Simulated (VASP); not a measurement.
# CdS (P6_3mc) in VASP: notebook

The runs below take CdS through single point, relaxation of cell and atoms, with LDA.

Program: VASP 6.6.1. These are calculated values, not measurements. Logs are shortened: lines on timing, memory, paths and dates and some standing lists are left out, and cuts for length are marked.

**1. The cell of the first run**

Symmetry: P6_3mc, No. 186, hexagonal system. Conventional cell: a = 4.074 Å, b = 4.074 Å, c = 6.639 Å, α = 90.00°, β = 90.00°, γ = 120.00°. Within 3.3 Å of Cd (site symmetry 3m) lie 4 S at 2.49 to 2.50 Å. S (site symmetry 3m) has 4 Cd at 2.49 to 2.50 Å within 3.3 Å.

**2. Single point, LDA**

The input, INCAR:

```
SYSTEM = CdS
  ALGO = Normal
  EDIFF = 1E-6
  ENCUT = 520
  GGA = CA
  ISIF = 2
  ISMEAR = 0
  LASPH = .True.
  LCHARG = .False.
  LREAL = .False.
  LWAVE = .False.
  NBANDS = 26
  NELM = 80
  PREC = Accurate
  SIGMA = 0.02
```

The input, KPOINTS:

```
k-points
0
Gamma
  9 9 4
  0 0 0
```

The input, POSCAR:

```
CdS
1.0
    4.0738054370      0.0000000000      0.0000000000
   -2.0369027185      3.5280189985      0.0000000000
    0.0000000000      0.0000000000      6.6389621727
Cd S
2 2
Direct
    0.6666666667      0.3333333333      0.5004612220
    0.3333333333      0.6666666667      0.0004612220
    0.6666666667      0.3333333333      0.8765387780
    0.3333333333      0.6666666667      0.3765387780
```

Potentials or basis: VASP PAW LDA potentials, release 64 (Cd, S).

On the command line:

```sh
> cat potpaw_LDA.64/Cd/POTCAR potpaw_LDA.64/S/POTCAR > POTCAR
> mpirun -np 1 vasp_std > vasp.out
```

OUTCAR:

```text
SYSTEM = CdS
   EDIFF = 1E-6
   ENCUT = 520
   GGA = CA
   ISIF = 2
   ISMEAR = 0
   LASPH = .True.
   LREAL = .False.
   NELM = 80
   PREC = Accurate

 ion  position               nearest neighbor table
   1  0.667  0.333  0.500-   4 2.49   4 2.49   4 2.49   3 2.50
   2  0.333  0.667  0.000-   3 2.49   3 2.49   3 2.49   4 2.50
   3  0.667  0.333  0.877-   2 2.49   2 2.49   2 2.49   1 2.50
   4  0.333  0.667  0.377-   1 2.49   1 2.49   1 2.49   2 2.50

  LATTYP: Found a hexagonal cell.
 ALAT       =     4.0738054370
 C/A-ratio  =     1.6296708999

  Lattice vectors:

 A1 = (   4.0738054370,   0.0000000000,   0.0000000000)
 A2 = (  -2.0369027185,   3.5280189985,   0.0000000000)
 A3 = (   0.0000000000,   0.0000000000,   6.6389621727)

Analysis of symmetry for initial positions (statically):
=====================================================================
 Subroutine PRICEL returns:
 Original cell was already a primitive cell.

 Routine SETGRP: Setting up the symmetry group for a
 hexagonal supercell.

 Subroutine GETGRP returns: Found 12 space group operations
 (whereof  6 operations were pure point group operations)
 out of a pool of 24 trial point group operations.

The static configuration has the point symmetry C_3v.
 The point group associated with its full space group is C_6v.

Analysis of symmetry for dynamics (positions and initial velocities):
=====================================================================
 Subroutine PRICEL returns:
 Original cell was already a primitive cell.

 Routine SETGRP: Setting up the symmetry group for a
 hexagonal supercell.

 Subroutine GETGRP returns: Found 12 space group operations
 (whereof  6 operations were pure point group operations)
 out of a pool of 24 trial point group operations.

The dynamic configuration has the point symmetry C_3v.
 The point group associated with its full space group is C_6v.

 Subroutine INISYM returns: Found 12 space group operations
 (whereof  6 operations are pure point group operations),
 and found     1 'primitive' translations

----------------------------------------------------------------------------------------

                                     Primitive cell

  volume of cell :      95.4182

  direct lattice vectors                    reciprocal lattice vectors
     4.073805437  0.000000000  0.000000000     0.245470731  0.141722593  0.000000000
    -2.036902718  3.528018998  0.000000000     0.000000000  0.283445186  0.000000000
     0.000000000  0.000000000  6.638962173     0.000000000  0.000000000  0.150625952

  length of vectors
     4.073805437  4.073805437  6.638962173     0.283445186  0.283445186  0.150625952

  position of ions in fractional coordinates (direct lattice)
     0.666666667  0.333333333  0.500461222
     0.333333333  0.666666667  0.000461222
     0.666666667  0.333333333  0.876538778
     0.333333333  0.666666667  0.376538778

  ion indices of the primitive-cell ions
   primitive index   ion index
                 1           1
                 2           2
                 3           3
                 4           4

----------------------------------------------------------------------------------------

 KPOINTS: k-points

Automatic generation of k-mesh.
 Grid dimensions read from file:
 generate k-points for:    9    9    4

 Generating k-lattice:

  Cartesian coordinates                     Fractional coordinates (reciprocal lattice)
     0.027274526  0.015746955  0.000000000     0.111111111 -0.000000000  0.000000000
     0.000000000  0.031493910  0.000000000     0.000000000  0.111111111  0.000000000
     0.000000000  0.000000000  0.037656488     0.000000000  0.000000000  0.250000000

  Length of vectors
     0.031493910  0.031493910  0.037656488

  Shift w.r.t. Gamma in fractional coordinates (k-lattice)
     0.000000000  0.000000000  0.000000000

 Subroutine IBZKPT returns following result:
 ===========================================

 Found     36 irreducible k-points:

 Following reciprocal coordinates:
            Coordinates               Weight
  0.000000  0.000000  0.000000      1.000000
  0.111111  0.000000  0.000000      6.000000
  0.222222  0.000000  0.000000      6.000000
  0.333333  0.000000  0.000000      6.000000
  0.444444  0.000000  0.000000      6.000000
  0.111111  0.111111  0.000000      6.000000
[... 16 lines left out ...]
  0.333333  0.222222  0.250000     24.000000
  0.333333  0.333333  0.250000      4.000000
 [... further k-points ...]
   k-points           NKPTS =     36   k-points in BZ     NKDIM =     36   number of bands    NBANDS=     26
   number of dos      NEDOS =    301   number of ions     NIONS =      4
   total plane-waves  NPLWV =  45000
   dimension x,y,z NGX =    30 NGY =   30 NGZ =   50
   dimension x,y,z NGXF=    60 NGYF=   60 NGZF=  100
   ions per type =               2   2
   NGX,Y,Z   is equivalent  to a cutoff of  12.24, 12.24, 12.52 a.u.
   NGXF,Y,Z  is equivalent  to a cutoff of  24.49, 24.49, 25.04 a.u.
 SYSTEM =  CdS
   PREC   = accura    normal or accurate (medium, high low for compatibility)
   ISTART =      0    job   : 0-new  1-cont  2-samecut
   ICHARG =      2    charge: 1-file 2-atom 10-const
   ISPIN  =      1    spin polarized calculation?
   LNONCOLLINEAR =      F non collinear calculations
   LSORBIT =      F    spin-orbit coupling
   LASPH  =      T    aspherical Exc in radial PAW
   ENCUT  =  520.0 eV  38.22 Ry    6.18 a.u.   7.57  7.57 12.34*2*pi/ulx,y,z
   NELM   =     80;   NELMIN=  2; NELMDL= -5     # of ELM steps
   EDIFF  = 0.1E-05   stopping-criterion for ELM
   LREAL  =      F    real-space projection
   EDIFFG = 0.1E-04   stopping-criterion for IOM
   NSW    =      0    number of steps for IOM
   IBRION =     -1    ionic relax: 0-MD 1-quasi-New 2-CG
   NFREE  =      0    steps in history (QN), initial steepest desc. (CG)
   ISIF   =      2    stress and relaxation
   ISYM   =      2    0-nonsym 1-usesym 2-fastsym
   POTIM  = 0.5000    time-step for ionic-motion
   TEBEG  =    0.0;   TEEND  =   0.0 temperature during run
   PSTRESS=    0.0 pullay stress
   NELECT =      36.0000    total number of electrons
   NUPDOWN=      -1.0000    fix difference up-down
   EMIN   =  10.00;   EMAX   =-10.00  energy-range for DOS
   EFERMI =   0.00;   METHOD = LEGACY
   ISMEAR =     0;   SIGMA  =   0.02  broadening in eV -4-tet -1-fermi 0-gaus
   EFERMI_NEDOS =   21; number of points for ismear=-14 and -15
   IALGO  =     38    algorithm
   IMIX   =      4    mixing-type and parameters
     AMIX     =   0.40;   BMIX     =  1.00
     AMIX_MAG =   1.60;   BMIX_MAG =  1.00
  volume/ion in A,a.u.               =      23.85       160.98
  Fermi-wavevector in a.u.,A,eV,Ry     =   1.182947  2.235445 19.039490  1.399363
  Thomas-Fermi vector in A             =   2.319191
   LORBIT       =      0    0 simple, 1 ext, 2 COOP (PROOUT), +10 PAW based schemes
   GGA     = CA    functional components
   LHFCALC =     F    Hartree Fock is set to
   AEXX    =    0.0000 exact exchange contribution
   IVDW    =     0    specifies the selected vdW correction
   LEPSILON=     F    determine dielectric tensor
   LRPA    =     F    only Hartree local field effects (RPA)
 non-spin polarized calculation
 Gauss-broadening in eV      SIGMA  =   0.02
  energy-cutoff  :      520.00
  volume of cell :       95.42
 maximum number of plane-waves:      2599
   NGX = 15   NGY = 15   NGZ = 25

 number of electron      36.0000024 magnetization

 Free energy of the ion-electron system (eV)
  ---------------------------------------------------
  ext. energy  EPLUGINS =         0.00000000
  ---------------------------------------------------
  free energy    TOTEN  =       -14.81776861 eV

  energy without entropy =      -14.81776861  energy(sigma->0) =      -14.81776861

 E-fermi :   1.6144     XC(G=0):  -9.7594

 val. band max:        1.4791723871   @ k =   0.0000   0.0000   0.0000
 cond. band min:       2.5347555490   @ k =   0.0000   0.0000   0.0000
 fundamental gap:      1.0555831619
 Fermi energy:         1.6144023470

 k-point     1 :       0.0000    0.0000    0.0000
  band No.  band energies     occupation
      1     -11.1346      2.00000
      2     -10.6465      2.00000
      3      -6.4390      2.00000
      4      -6.4285      2.00000
      5      -6.4285      2.00000
      6      -6.3348      2.00000
[... 18 lines left out ...]
     25       8.9400      0.00000
     26       9.0670      0.00000

 k-point     2 :       0.1111    0.0000    0.0000
  band No.  band energies     occupation
      1     -11.0847      2.00000
      2     -10.6244      2.00000
      3      -6.4243      2.00000
      4      -6.4081      2.00000
      5      -6.3956      2.00000
      6      -6.3128      2.00000
[... 18 lines left out ...]
     25       8.9407      0.00000
     26       9.2235      0.00000

 k-point     3 :       0.2222    0.0000    0.0000
  band No.  band energies     occupation
      1     -10.9541      2.00000
      2     -10.5722      2.00000
      3      -6.3807      2.00000
      4      -6.3620      2.00000
      5      -6.3040      2.00000
      6      -6.2365      2.00000
[... 18 lines left out ...]
     25       9.1630      0.00000
     26       9.8988      0.00000

 k-point     4 :       0.3333    0.0000    0.0000
  band No.  band energies     occupation
      1     -10.7941      2.00000
      2     -10.5230      2.00000
      3      -6.3440      2.00000
      4      -6.3226      2.00000
      5      -6.1960      2.00000
      6      -6.1496      2.00000
[... 18 lines left out ...]
     25       9.6391      0.00000
     26      10.2774      0.00000
[... 496 lines left out ...]
      1     -10.6815      2.00000
      2     -10.5333      2.00000
      3      -6.3144      2.00000
      4      -6.2828      2.00000
      5      -6.1860      2.00000
      6      -6.1608      2.00000
[... 18 lines left out ...]
     25       9.2900      0.00000
     26      10.4068      0.00000

 k-point    23 :       0.3333    0.2222    0.2500
  band No.  band energies     occupation
      1     -10.5925      2.00000
      2     -10.5187      2.00000
      3      -6.3141      2.00000
      4      -6.2478      2.00000
      5      -6.1720      2.00000
      6      -6.1203      2.00000
[... 18 lines left out ...]
     25       9.9613      0.00000
     26      10.6678      0.00000

 k-point    24 :       0.3333    0.3333    0.2500
  band No.  band energies     occupation
      1     -10.5382      2.00000
      2     -10.5382      2.00000
      3      -6.3199      2.00000
      4      -6.1945      2.00000
      5      -6.1945      2.00000
      6      -6.1095      2.00000
[... 18 lines left out ...]
     25      10.6510      0.00000
     26      10.9255      0.00000

 [... further k-points ...]

------------------------ aborting loop because EDIFF is reached ----------------------------------------

  FORCE on cell =-STRESS in cart. coord.  units (eV):
  Direction    XX          YY          ZZ          XY          YZ          ZX
  --------------------------------------------------------------------------------------
  -------------------------------------------------------------------------------------
  Total        0.3202960      0.3202960      0.3166457      0.0000000      0.0000000      0.0000000
  in kB        5.3781229      5.3781229      5.3168305      0.0000000      0.0000000      0.0000000
  external PRESSURE =       5.3576921 kB  Pullay stress =       0.0000000 kB

 VOLUME and BASIS-vectors are now :
 -----------------------------------------------------------------------------
  energy-cutoff  :      520.00
  volume of cell :       95.42
      direct lattice vectors                 reciprocal lattice vectors
     4.073805437  0.000000000  0.000000000     0.245470731  0.141722593  0.000000000
    -2.036902718  3.528018998  0.000000000     0.000000000  0.283445186  0.000000000
     0.000000000  0.000000000  6.638962173     0.000000000  0.000000000  0.150625952

 POSITION                                       TOTAL-FORCE (eV/Angst)
 -----------------------------------------------------------------------------------
      2.03690      1.17601      3.32254         0.000000     -0.000000      0.001545
     -0.00000      2.35201      0.00306        -0.000000      0.000000      0.001545
      2.03690      1.17601      5.81931        -0.000000     -0.000000     -0.001545
     -0.00000      2.35201      2.49983         0.000000      0.000000     -0.001545
 -----------------------------------------------------------------------------------
    total drift:                                0.000000      0.000000      0.000015

  FREE ENERGIE OF THE ION-ELECTRON SYSTEM (eV)
  ---------------------------------------------------
  free  energy   TOTEN  =       -14.8177686098 eV

  energy  without entropy=      -14.8177686098  energy(sigma->0) =      -14.81776861
```

Wall time 81 s (1 thread of Intel Xeon Platinum 8259CL at 2.50GHz (Skylake/Cascade Lake), shared host); peak memory 0.22 GiB.

Results:

```
Free energy            : -14.8178 eV
Pressure               : 0.5 GPa
Band gap on the k mesh : 1.06 eV
```

Levels at points of the mesh, in eV from the valence-band top:
```csv
k point,band 16,band 17,band 18,band 19,band 20,band 21
"(0.00, 0.00, 0.00)",-0.06,0.00,0.00,1.06,2.63,6.29
"(0.00, 0.00, 0.50)",-0.43,-0.43,-0.43,2.73,2.73,6.02
```

**3. Relaxation of cell and atoms, LDA**

This run uses another cell than the first one, of 25.51 Å³/atom.

The input, INCAR:

```
SYSTEM = CdS
PREC = Accurate
ENCUT = 600
EDIFF = 1E-6
ISMEAR = 0
SIGMA = 0.02
LREAL = .FALSE.
LASPH = .TRUE.
NELM = 80
ALGO = Normal
ISIF = 3
LWAVE = .FALSE.
LCHARG = .FALSE.
GGA = CA
IBRION = 2
NSW = 100
EDIFFG = -0.002
```

The input, KPOINTS:

```
Automatic mesh
0
G
  9 9 4
  0 0 0
```

The input, POSCAR:

```
CdS
1.0
    4.1688381000      0.0000000000      0.0000000000
   -2.0844190500      3.6103197000      0.0000000000
    0.0000000000      0.0000000000      6.7796174100
Cd S
2 2
Direct
    0.6666666700      0.3333333300      0.5002243700
    0.3333333300      0.6666666700      0.0002243700
    0.6666666700      0.3333333300      0.8767756300
    0.3333333300      0.6666666700      0.3767756300
```

Potentials or basis: VASP PAW LDA potentials, release 64 (Cd, S).

On the command line:

```sh
> cat potpaw_LDA.64/Cd/POTCAR potpaw_LDA.64/S/POTCAR > POTCAR
> mpirun -np 1 vasp_std > vasp.out
```

It took 7.8 min on 1 thread of Intel Xeon Platinum 8259CL at 2.50GHz (Skylake/Cascade Lake), shared host; peak memory 0.27 GiB.

Results (log left out):

```yaml
Free_energy: -14.8209 eV
Relaxed_volume: 24.03 Å³/atom
Relaxed_cell: a = 4.084 Å, b = 4.084 Å, c = 6.656 Å, α = 90.00°, β = 90.00°, γ = 120.00°
Space_group_after_relaxing_to_0.1_Å: P6_3mc (No. 186)
Energy_gained_by_relaxing: 17.2 meV/atom
Ionic_steps: 17
Pressure_after_relaxing: 0.0 GPa
Band_gap_on_the_k_mesh: 1.04 eV
```

The path:
```tsv
step	energy change (eV)	largest force (eV/Å)	pressure (GPa)	volume (Å³)
1	0.0000	0.0037	-3.53	102.04
2	-0.0580	0.0106	1.63	93.96
3	-0.0687	0.0055	-0.01	96.13
4	-0.0687	0.0058	0.08	96.01
5	-0.0688	0.0048	-0.02	96.17
6	-0.0688	0.0051	-0.03	96.14
7	-0.0688	0.0053	-0.01	96.12
8	-0.0688	0.0056	-0.01	96.11
9	-0.0688	0.0041	0.01	96.11
10	-0.0688	0.0005	0.02	96.10
11	-0.0688	0.0065	0.02	96.09
12	-0.0688	0.0019	0.02	96.10
13	-0.0688	0.0004	-0.03	96.14
14	-0.0688	0.0012	0.01	96.12
15	-0.0688	0.0014	0.00	96.13
16	-0.0688	0.0011	-0.01	96.13
17	-0.0688	0.0007	-0.01	96.14
```

Final structure:
```
Cd S
1.0
     4.08377    0.00000    0.00000
    -2.04189    3.53665    0.00000
     0.00000    0.00000    6.65650
Cd S
2 2
Direct
  0.66667 0.33333 0.50050
  0.33333 0.66667 0.00050
  0.66667 0.33333 0.87650
  0.33333 0.66667 0.37650
```

Levels at points of the mesh, in eV from the valence-band top:
```
           k point  band 15  band 16  band 17  band 18  band 19  band 20  band 21  band 22
(0.00, 0.00, 0.00)    -0.82    -0.06     0.00     0.00     1.04     2.62     6.29     6.29
(0.00, 0.00, 0.50)    -0.43    -0.43    -0.43    -0.43     2.72     2.72     6.01     6.01
```
